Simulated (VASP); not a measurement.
Input of a VASP 6.6.1 run:

File INCAR:

```
SYSTEM = MgO
  PREC = Accurate
  ENCUT = 600
  EDIFF = 1E-6
  ISMEAR = 0
  SIGMA = 0.02
  LREAL = .False.
  LASPH = .True.
  NELM = 120
  ALGO = Normal
  ISIF = 2
  LWAVE = .False.
  LCHARG = .False.
  GGA = CA
  NBANDS = 11
  GGA_COMPAT = .False.
```

Contents of KPOINTS:

```
regular mesh
0
Gamma
  10 10 10
  0 0 0
```

File POSCAR:

```
MgO
1.0
    0.0000000000      2.1203927907      2.1203927907
    2.1203927907      0.0000000000      2.1203927907
    2.1203927907      2.1203927907      0.0000000000
Mg O
1 1
Direct
    0.0000000000      0.0000000000      0.0000000000
    0.5000000000      0.5000000000      0.5000000000
```

Potentials or basis: VASP PAW LDA potentials, release 64 (Mg, O).

Command:

```console
$ cat potpaw_LDA.64/Mg/POTCAR potpaw_LDA.64/O/POTCAR > POTCAR
$ mpirun -np 1 vasp_std > vasp.out
```

Task: Predict the band gap on the k mesh.

Result: 4.46 eV, direct.

Task: What does it give for the pressure?

Result: -10.8 GPa.
